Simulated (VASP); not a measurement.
Ni:

```
Ni
1.0
     2.49523    0.00000    0.00000
    -1.24761    2.16093    0.00000
     0.00000    0.00000    4.04227
Ni
2
Direct
  0.33333 0.66667 0.25000
  0.66667 0.33333 0.75000
```

This isn't the form of Ni at room conditions, which is fcc.

```yaml
Program: VASP 6.6.1
Task: relaxation of cell and atoms
Functional: PBE
Potentials_or_basis: VASP PAW PBE potentials, release 64 (Ni)
Cutoff: 600 eV
k_mesh: 17 × 17 × 10
Occupations: fermi-dirac, width 0.005 eV
Spin: no spin polarisation
```

At the start: pressure -0.9 GPa; volume 10.90 Å³/atom.

Question: Where does the relaxation end?

Answer: Over 8 steps the energy falls by 2.4 meV/atom and the volume is 10.85 Å³/atom (-0.5 %); space group P6_3/mmc (No. 194, to 0.1 Å) before and after.

The path:
```tsv
step	energy change (eV)	largest force (eV/Å)	pressure (GPa)	volume (Å³)
1	0.0000	0.0000	-0.86	21.80
2	-0.0037	0.0000	0.76	21.61
3	-0.0039	0.0000	1.27	21.56
4	-0.0045	0.0000	-0.53	21.76
5	-0.0047	0.0000	0.07	21.69
6	-0.0047	0.0000	0.10	21.68
7	-0.0047	0.0000	0.12	21.68
8	-0.0047	0.0000	0.00	21.69
```

Final structure:
```
Ni
1.0
     2.47290    0.00000    0.00000
    -1.23645    2.14159    0.00000
     0.00000    0.00000    4.09639
Ni
2
Direct
  0.33333 0.66667 0.25000
  0.66667 0.33333 0.75000
```

Caveat: the run has no spin polarisation, though such a crystal can be magnetic.
